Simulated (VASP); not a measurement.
# TiC (Fm-3m) in VASP: further runs

TiC is run at these levels: r2SCAN; tasks: single point.

Program: VASP 6.6.1. These are calculated values, not measurements. Logs are shortened: lines on timing, memory, paths and dates and some standing lists are left out, and cuts for length are marked.

### 1 The cell of the first run

It takes space group Fm-3m (No. 225, cubic). The conventional cell has a = 4.587 Å, b = 4.587 Å, c = 4.587 Å, α = 90.00°, β = 90.00°, γ = 90.00°. Ti (site symmetry m-3m) has 6 C at 2.29 Å within 3.0 Å. C (site symmetry m-3m) has 6 Ti at 2.29 Å within 3.0 Å.

### 2 Single point, r2SCAN (equal strain along all axes, cell held: +6.0 %)

POSCAR

```
TiC
1.0
    2.2937491857      2.2937491857      0.0000000000
   -2.2937491857      2.2937491857      0.0000000000
    0.0000000000      0.0000000000      4.5874983715
Ti C
2 2
Direct
    0.0000000000      0.0000000000      0.0000000000
    0.5000000000      0.5000000000      0.5000000000
    0.5000000000      0.5000000000      0.0000000000
    0.0000000000      0.0000000000      0.5000000000
```

INCAR.step1

```
SYSTEM = TiC
PREC = Accurate
ENCUT = 520
ISMEAR = 0
SIGMA = 0.1
LREAL = .FALSE.
LASPH = .TRUE.
NELM = 100
NBANDS = 24
GGA = PE
ALGO = Normal
EDIFF = 1E-4
LWAVE = .TRUE.
LCHARG = .FALSE.
```

INCAR.step2

```
SYSTEM = TiC
PREC = Accurate
ENCUT = 520
EDIFF = 1E-7
ISMEAR = 0
SIGMA = 0.1
LREAL = .FALSE.
LASPH = .TRUE.
NELM = 100
ALGO = Normal
ISIF = 2
LWAVE = .FALSE.
LCHARG = .FALSE.
METAGGA = R2SCAN
LMIXTAU = .TRUE.
NBANDS = 24
ISTART = 1
```

KPOINTS

```
Automatic mesh
0
G
  18 18 12
  0 0 0
```

Potentials or basis: VASP PAW PBE potentials, release 64 (Ti_sv, C).

Started as:

```
> cat potpaw_PBE.64/Ti_sv/POTCAR potpaw_PBE.64/C/POTCAR > POTCAR
> cp INCAR.step1 INCAR
> mpirun -np 1 vasp_std > vasp.out
> cp INCAR.step2 INCAR
> mpirun -np 1 vasp_std > vasp.out
```

OUTCAR:

```text
SYSTEM = TiC
   PREC = Accurate
   ENCUT = 520
   EDIFF = 1E-7
   ISMEAR = 0
   LREAL = .FALSE.
   LASPH = .TRUE.
   NELM = 100
   ISIF = 2
   METAGGA = R2SCAN
   ISTART = 1

 ion  position               nearest neighbor table
   1  0.000  0.000  0.000-   3 2.29   3 2.29   3 2.29   3 2.29   4 2.29   4 2.29
   2  0.500  0.500  0.500-   4 2.29   4 2.29   4 2.29   4 2.29   3 2.29   3 2.29
   3  0.500  0.500  0.000-   1 2.29   1 2.29   1 2.29   1 2.29   2 2.29   2 2.29
   4  0.000  0.000  0.500-   2 2.29   2 2.29   2 2.29   2 2.29   1 2.29   1 2.29

  LATTYP: Found a simple tetragonal cell.
 ALAT       =     3.2438512071
 C/A-ratio  =     1.4142135624

  Lattice vectors:

 A1 = (   2.2937491857,   2.2937491857,   0.0000000000)
 A2 = (  -2.2937491857,   2.2937491857,   0.0000000000)
 A3 = (   0.0000000000,   0.0000000000,   4.5874983715)

Analysis of symmetry for initial positions (statically):
=====================================================================
 Subroutine PRICEL returns following result:

  LATTYP: Found a face centered cubic cell.
 ALAT       =     4.5874983714

  Lattice vectors:

 A1 = (   0.0000000000,  -2.2937491857,  -2.2937491857)
 A2 = (   2.2937491857,   0.0000000000,  -2.2937491857)
 A3 = (   2.2937491857,  -2.2937491857,   0.0000000000)

   2 primitive cells build up your supercell.

 Routine SETGRP: Setting up the symmetry group for a
 simple tetragonal supercell.

 Subroutine GETGRP returns: Found 16 space group operations
 (whereof 16 operations were pure point group operations)
 out of a pool of 16 trial point group operations.

The static configuration has the point symmetry D_4h.

Analysis of symmetry for dynamics (positions and initial velocities):
=====================================================================
 Subroutine PRICEL returns following result:

  LATTYP: Found a face centered cubic cell.
 ALAT       =     4.5874983714

  Lattice vectors:

 A1 = (   0.0000000000,  -2.2937491857,  -2.2937491857)
 A2 = (   2.2937491857,   0.0000000000,  -2.2937491857)
 A3 = (   2.2937491857,  -2.2937491857,   0.0000000000)

   2 primitive cells build up your supercell.

 Routine SETGRP: Setting up the symmetry group for a
 simple tetragonal supercell.

 Subroutine GETGRP returns: Found 16 space group operations
 (whereof 16 operations were pure point group operations)
 out of a pool of 16 trial point group operations.

The dynamic configuration has the point symmetry D_4h.

 Subroutine INISYM returns: Found 16 space group operations
 (whereof 16 operations are pure point group operations),
 and found     2 'primitive' translations

----------------------------------------------------------------------------------------

                                     Primitive cell

  volume of cell :      24.1361

  direct lattice vectors                    reciprocal lattice vectors
     0.000000000 -2.293749186 -2.293749186    -0.217983729 -0.217983729 -0.217983729
     2.293749186  0.000000000 -2.293749186     0.217983729  0.217983729 -0.217983729
     2.293749186 -2.293749186  0.000000000     0.217983729 -0.217983729  0.217983729

  length of vectors
     3.243851207  3.243851207  3.243851207     0.377558893  0.377558893  0.377558893

  position of ions in fractional coordinates (direct lattice)
     0.000000000  0.000000000  0.000000000
     0.500000000  0.500000000  0.500000000

  ion indices of the primitive-cell ions
   primitive index   ion index
                 1           1
                 2           4

----------------------------------------------------------------------------------------

 KPOINTS: Automatic mesh

Automatic generation of k-mesh.
 Grid dimensions read from file:
 generate k-points for:   18   18   12

 Generating k-lattice:

  Cartesian coordinates                     Fractional coordinates (reciprocal lattice)
     0.012110207  0.012110207  0.000000000     0.055555556  0.000000000  0.000000000
    -0.012110207  0.012110207  0.000000000     0.000000000  0.055555556  0.000000000
     0.000000000  0.000000000  0.018165311     0.000000000  0.000000000  0.083333333

  Length of vectors
     0.017126419  0.017126419  0.018165311

  Shift w.r.t. Gamma in fractional coordinates (k-lattice)
     0.000000000  0.000000000  0.000000000

 Subroutine IBZKPT returns following result:
 ===========================================

 Found    385 irreducible k-points:

 Following reciprocal coordinates:
            Coordinates               Weight
  0.000000  0.000000  0.000000      1.000000
  0.055556  0.000000  0.000000      4.000000
  0.111111  0.000000  0.000000      4.000000
  0.166667  0.000000  0.000000      4.000000
  0.222222  0.000000  0.000000      4.000000
  0.277778  0.000000  0.000000      4.000000
[... 16 lines left out ...]
  0.277778  0.111111  0.000000      8.000000
  0.333333  0.111111  0.000000      8.000000
 [... further k-points ...]
   k-points           NKPTS =    385   k-points in BZ     NKDIM =    385   number of bands    NBANDS=     24
   number of dos      NEDOS =    301   number of ions     NIONS =      4
   total plane-waves  NPLWV =  20736
   dimension x,y,z NGX =    24 NGY =   24 NGZ =   36
   dimension x,y,z NGXF=    48 NGYF=   48 NGZF=   72
   ions per type =               2   2
   NGX,Y,Z   is equivalent  to a cutoff of  12.30, 12.30, 13.05 a.u.
   NGXF,Y,Z  is equivalent  to a cutoff of  24.60, 24.60, 26.09 a.u.
 SYSTEM =  TiC
   PREC   = accura    normal or accurate (medium, high low for compatibility)
   ISTART =      1    job   : 0-new  1-cont  2-samecut
   ICHARG =      0    charge: 1-file 2-atom 10-const
   ISPIN  =      1    spin polarized calculation?
   LNONCOLLINEAR =      F non collinear calculations
   LSORBIT =      F    spin-orbit coupling
   LASPH  =      T    aspherical Exc in radial PAW
   ENCUT  =  520.0 eV  38.22 Ry    6.18 a.u.   6.03  6.03  8.53*2*pi/ulx,y,z
   NELM   =    100;   NELMIN=  2; NELMDL=  0     # of ELM steps
   EDIFF  = 0.1E-06   stopping-criterion for ELM
   LREAL  =      F    real-space projection
   EDIFFG = 0.1E-05   stopping-criterion for IOM
   NSW    =      0    number of steps for IOM
   IBRION =     -1    ionic relax: 0-MD 1-quasi-New 2-CG
   NFREE  =      0    steps in history (QN), initial steepest desc. (CG)
   ISIF   =      2    stress and relaxation
   ISYM   =      2    0-nonsym 1-usesym 2-fastsym
   POTIM  = 0.5000    time-step for ionic-motion
   TEBEG  =    0.0;   TEEND  =   0.0 temperature during run
   PSTRESS=    0.0 pullay stress
   NELECT =      32.0000    total number of electrons
   NUPDOWN=      -1.0000    fix difference up-down
   EMIN   =  10.00;   EMAX   =-10.00  energy-range for DOS
   EFERMI =   0.00;   METHOD = LEGACY
   ISMEAR =     0;   SIGMA  =   0.10  broadening in eV -4-tet -1-fermi 0-gaus
   EFERMI_NEDOS =   21; number of points for ismear=-14 and -15
   IALGO  =     38    algorithm
   IMIX   =      4    mixing-type and parameters
     AMIX     =   0.40;   BMIX     =  1.00
     AMIX_MAG =   1.60;   BMIX_MAG =  1.00
  volume/ion in A,a.u.               =      12.07        81.44
  Fermi-wavevector in a.u.,A,eV,Ry     =   1.427443  2.697477 27.723159  2.037595
  Thomas-Fermi vector in A             =   2.547612
   LORBIT       =      0    0 simple, 1 ext, 2 COOP (PROOUT), +10 PAW based schemes
   METAGGA = R2SCAN    functional components
   LHFCALC =     F    Hartree Fock is set to
   AEXX    =    0.0000 exact exchange contribution
   IVDW    =     0    specifies the selected vdW correction
   LEPSILON=     F    determine dielectric tensor
   LRPA    =     F    only Hartree local field effects (RPA)
 non-spin polarized calculation
 Gauss-broadening in eV      SIGMA  =   0.10
  energy-cutoff  :      520.00
  volume of cell :       48.27
 maximum number of plane-waves:      1324
   NGX = 13   NGY = 13   NGZ = 17

 number of electron      32.0000016 magnetization

 Free energy of the ion-electron system (eV)
  ---------------------------------------------------
  ext. energy  EPLUGINS =         0.00000000
  ---------------------------------------------------
  free energy    TOTEN  =       -48.87730163 eV

  energy without entropy =      -48.87421139  energy(sigma->0) =      -48.87575651

 E-fermi :   7.6014     XC(G=0): -12.6195

 val. band max:        7.5968206492   @ k =   0.1111   0.0000   0.0833
 cond. band min:       7.6015059475   @ k =   0.4444   0.4444   0.0833
 fundamental gap:      0.0046852983
 Fermi energy:         7.6014031769

 k-point     1 :       0.0000    0.0000    0.0000
  band No.  band energies     occupation
      1     -51.9309      2.00000
      2     -51.8863      2.00000
      3     -27.1968      2.00000
      4     -27.0573      2.00000
      5     -27.0573      2.00000
      6     -26.9664      2.00000
[... 16 lines left out ...]
     23       9.6915      0.00000
     24      10.5306      0.00000

 k-point     2 :       0.0556    0.0000    0.0000
  band No.  band energies     occupation
      1     -51.9302      2.00000
      2     -51.8863      2.00000
      3     -27.1947      2.00000
      4     -27.0609      2.00000
      5     -27.0561      2.00000
      6     -26.9713      2.00000
[... 16 lines left out ...]
     23       9.8921      0.00000
     24      10.5167      0.00000

 k-point     3 :       0.1111    0.0000    0.0000
  band No.  band energies     occupation
      1     -51.9282      2.00000
      2     -51.8864      2.00000
      3     -27.1885      2.00000
      4     -27.0711      2.00000
      5     -27.0525      2.00000
      6     -26.9858      2.00000
[... 16 lines left out ...]
     23      10.4741      0.00000
     24      10.5850      0.00000
[... 514 lines left out ...]
 k-point    23 :       0.2778    0.1111    0.0000
  band No.  band energies     occupation
      1     -51.9142      2.00000
      2     -51.8873      2.00000
      3     -27.1428      2.00000
      4     -27.1230      2.00000
      5     -27.0699      2.00000
      6     -27.0408      2.00000
[... 16 lines left out ...]
     23      10.7838      0.00000
     24      11.7271      0.00000

 k-point    24 :       0.3333    0.1111    0.0000
  band No.  band energies     occupation
      1     -51.9094      2.00000
      2     -51.8884      2.00000
      3     -27.1396      2.00000
      4     -27.1254      2.00000
      5     -27.0984      2.00000
      6     -27.0316      2.00000
[... 16 lines left out ...]
     23      11.0022      0.00000
     24      11.6511      0.00000

 [... further k-points ...]
[... 5 lines left out ...]
  --------------------------------------------------------------------------------------
  -------------------------------------------------------------------------------------
  Total       -9.5598395     -9.5598395     -9.5627614      0.0000000      0.0000000      0.0000000
  in kB     -317.2951311   -317.2951311   -317.3921125      0.0000000      0.0000000      0.0000000
  external PRESSURE =    -317.3274582 kB  Pullay stress =       0.0000000 kB

 VOLUME and BASIS-vectors are now :
 -----------------------------------------------------------------------------
  energy-cutoff  :      520.00
  volume of cell :       48.27
      direct lattice vectors                 reciprocal lattice vectors
     2.293749186  2.293749186  0.000000000     0.217983729  0.217983729  0.000000000
    -2.293749186  2.293749186  0.000000000    -0.217983729  0.217983729  0.000000000
     0.000000000  0.000000000  4.587498371     0.000000000  0.000000000  0.217983729

 POSITION                                       TOTAL-FORCE (eV/Angst)
 -----------------------------------------------------------------------------------
      0.00000      0.00000      0.00000         0.000000     -0.000000     -0.000000
      0.00000      2.29375      2.29375        -0.000000      0.000000      0.000000
      0.00000      2.29375      0.00000        -0.000000     -0.000000     -0.000000
      0.00000      0.00000      2.29375        -0.000000     -0.000000     -0.000000
 -----------------------------------------------------------------------------------
    total drift:                               -0.000000      0.000000     -0.000000

  FREE ENERGIE OF THE ION-ELECTRON SYSTEM (eV)
  ---------------------------------------------------
  free  energy   TOTEN  =       -48.8773016338 eV

  energy  without entropy=      -48.8742113921  energy(sigma->0) =      -48.87575651
```

Run time: 8.5 min. Hardware: 1 thread of Intel Xeon 6975P-C (Granite Rapids), shared host; peak memory 0.46 GiB.

Results:

```yaml
Free_energy: -48.8773 eV
Pressure: -31.7 GPa
Band_gap_on_the_k_mesh: zero (bands 16 and 17 overlap by 1.18 eV)
```

Caveat: the cell differs from its parent crystal (equal strain along all axes, cell held: +6.0 %); the cell stands under tension; the PAW data sets were made with another functional, which shifts forces and pressure a little.

### 3 Single point, r2SCAN

This run uses another cell than the first one: it holds 8 atoms, not 4.

POSCAR

```
TiC
1.0
    4.3278286524      0.0000000000      0.0000000000
    0.0000000000     -4.3278286524      0.0000000000
    0.0000000000      0.0000000000     -4.3278286524
Ti C
4 4
Direct
    0.0000000000      1.0000000000      1.0000000000
    0.5000000000      0.5000000000      1.0000000000
    0.5000000000      1.0000000000      0.5000000000
    0.0000000000      0.5000000000      0.5000000000
    0.5000000000      0.0000000000      0.0000000000
    0.0000000000      0.5000000000      0.0000000000
    0.0000000000      0.0000000000      0.5000000000
    0.5000000000      0.5000000000      0.5000000000
```

INCAR.step1

```
SYSTEM = TiC
PREC     = Accurate       ! precision mode
ENCUT    = 660            ! plane-wave cutoff, eV
ISMEAR   = 0              ! smearing method
SIGMA    = 0.1            ! smearing width, eV
LREAL    = .FALSE.        ! projectors in reciprocal space
LASPH    = .TRUE.         ! aspherical terms in the spheres
NELM     = 120            ! most SCF steps
NBANDS   = 42             ! bands
GGA      = PE             ! functional
ALGO     = Normal         ! electronic algorithm
EDIFF    = 1E-5           ! SCF threshold, eV
LWAVE    = .TRUE.         ! write WAVECAR
LCHARG   = .FALSE.        ! write CHGCAR
GGA_COMPAT= .FALSE.
```

INCAR.step2

```
SYSTEM = TiC
PREC     = Accurate       ! precision mode
ENCUT    = 660            ! plane-wave cutoff, eV
EDIFF    = 1E-6           ! SCF threshold, eV
ISMEAR   = 0              ! smearing method
SIGMA    = 0.1            ! smearing width, eV
LREAL    = .FALSE.        ! projectors in reciprocal space
LASPH    = .TRUE.         ! aspherical terms in the spheres
NELM     = 120            ! most SCF steps
ALGO     = Normal         ! electronic algorithm
ISIF     = 2              ! what is computed and relaxed
LWAVE    = .FALSE.        ! write WAVECAR
LCHARG   = .FALSE.        ! write CHGCAR
METAGGA  = R2SCAN         ! meta-GGA
LMIXTAU  = .TRUE.       
NBANDS   = 42             ! bands
ISTART   = 1            
GGA_COMPAT= .FALSE.
```

KPOINTS

```
regular mesh
0
G
  8 8 8
  0 0 0
```

Potentials or basis: VASP PAW PBE potentials, release 64 (Ti_sv, C).

Started as:

```
> cat potpaw_PBE.64/Ti_sv/POTCAR potpaw_PBE.64/C/POTCAR > POTCAR
> cp INCAR.step1 INCAR
> mpirun -np 1 vasp_std > vasp.out
> cp INCAR.step2 INCAR
> mpirun -np 1 vasp_std > vasp.out
```

It took 13 min on 1 thread of Oxide Virtual Turin-like, shared host; peak memory 0.27 GiB.

The run converged. Its results:

| Item | Value |
| --- | --- |
| Free energy | -99.5009 eV |
| Pressure | 0.8 GPa |
| Band gap on the k mesh | zero (bands 32 and 33 overlap by 0.83 eV) |

Levels at points of the mesh, in eV from the Fermi level:
```tsv
k point	band 29	band 30	band 31	band 32	band 33	band 34	band 35	band 36
(0.00, 0.00, 0.00)	-0.18	-0.18	-0.18	-0.18	0.83	0.83	0.83	1.64
(0.50, 0.00, 0.00)	-0.49	-0.49	-0.48	-0.48	-0.48	-0.48	2.18	2.18
(0.50, 0.50, 0.00)	-2.84	-2.84	-2.84	-2.84	2.35	2.35	2.35	2.35
(0.50, 0.50, 0.50)	-3.17	-3.17	-3.17	-3.17	3.12	3.12	3.12	3.12
```

Caveat: the PAW data sets were made with another functional, which shifts forces and pressure a little.
